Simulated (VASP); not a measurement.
Write the native input for VASP 6.6.1 that does the following.

* Task: single point
* Functional: r2SCAN
* Potentials or basis: VASP PAW PBE potentials, release 64 (Ta_pv, Si)
* Cutoff: 520 eV
* k mesh: 10 × 10 × 10
* Occupations: gaussian, width 0.1 eV
* Spin: no spin polarisation
* Dipole correction: no
* Further INCAR settings: ALGO = Normal; EDIFF = 1e-07; NBANDS = 35

The system is Ta2Si.

```xyz
6
Lattice="-3.0226 3.0226 2.4708 3.0226 -3.0226 2.4708 3.0226 3.0226 -2.4708" Properties=species:S:1:pos:R:3 pbc="T T T"
Ta    2.0382    0.9844    2.4708
Ta   -0.9844    2.0382    2.4708
Ta    0.9844    2.0382    0.0000
Ta    4.0070    0.9844    0.0000
Si    0.0000    0.0000    1.2354
Si    0.0000    0.0000    3.7062
```

These files were run (other wordings do the same):

POSCAR

```
Ta2Si
1.0
   -3.0226109256      3.0226109256      2.4707810606
    3.0226109256     -3.0226109256      2.4707810606
    3.0226109256      3.0226109256     -2.4707810606
Ta Si
4 2
Direct
    0.6628384898      0.8371615102      0.5000000000
    0.8371615102      0.3371615102      0.1743230203
    0.3371615102      0.1628384898      0.5000000000
    0.1628384898      0.6628384898      0.8256769797
    0.2500000000      0.2500000000      0.0000000000
    0.7500000000      0.7500000000      0.0000000000
```

INCAR.step1

```
PREC     = Accurate       # precision mode
ENCUT    = 520            # plane-wave cutoff, eV
ISMEAR   = 0              # smearing method
SIGMA    = 0.1            # smearing width, eV
LREAL    = F              # projectors in reciprocal space
LASPH    = T              # aspherical terms in the spheres
NELM     = 60             # most SCF steps
NBANDS   = 35             # bands
GGA      = PE             # functional
ALGO     = Normal         # electronic algorithm
EDIFF    = 1E-4           # SCF threshold, eV
LWAVE    = T              # write WAVECAR
LCHARG   = F              # write CHGCAR
```

INCAR.step2

```
PREC     = Accurate       # precision mode
ENCUT    = 520            # plane-wave cutoff, eV
EDIFF    = 1E-7           # SCF threshold, eV
ISMEAR   = 0              # smearing method
SIGMA    = 0.1            # smearing width, eV
LREAL    = F              # projectors in reciprocal space
LASPH    = T              # aspherical terms in the spheres
NELM     = 60             # most SCF steps
ALGO     = Normal         # electronic algorithm
ISIF     = 2              # what is computed and relaxed
LWAVE    = F              # write WAVECAR
LCHARG   = T              # write CHGCAR
METAGGA  = R2SCAN         # meta-GGA
LMIXTAU  = T            
LELF     = T              # ELF
LVHAR    = T            
NBANDS   = 35             # bands
ISTART   = 1
```

KPOINTS

```
Automatic mesh
0
Gamma
  10 10 10
```

Potentials or basis: VASP PAW PBE potentials, release 64 (Ta_pv, Si).

Command:

```bash
$ cat potpaw_PBE.64/Ta_pv/POTCAR potpaw_PBE.64/Si/POTCAR > POTCAR
$ cp INCAR.step1 INCAR
$ mpirun -np 1 vasp_std > vasp.out
$ cp INCAR.step2 INCAR
$ mpirun -np 1 vasp_std > vasp.out
```

It gave:

| Quantity | Value |
| --- | --- |
| Pressure | 16.6 GPa |
| Largest force | 0.007 eV/Å |
| Band gap on the k mesh | zero (bands 26 and 27 overlap by 0.93 eV) |

Caveat: the cell stands under pressure; the PAW data sets were made with another functional, which shifts forces and pressure a little; spin-orbit coupling is left out, which moves the levels of the heavy elements.

Run time: 12 min on 1 thread of Intel(R) Xeon(R) 6975P-C (Granite Rapids) (shared host), peak memory 0.43 GiB.
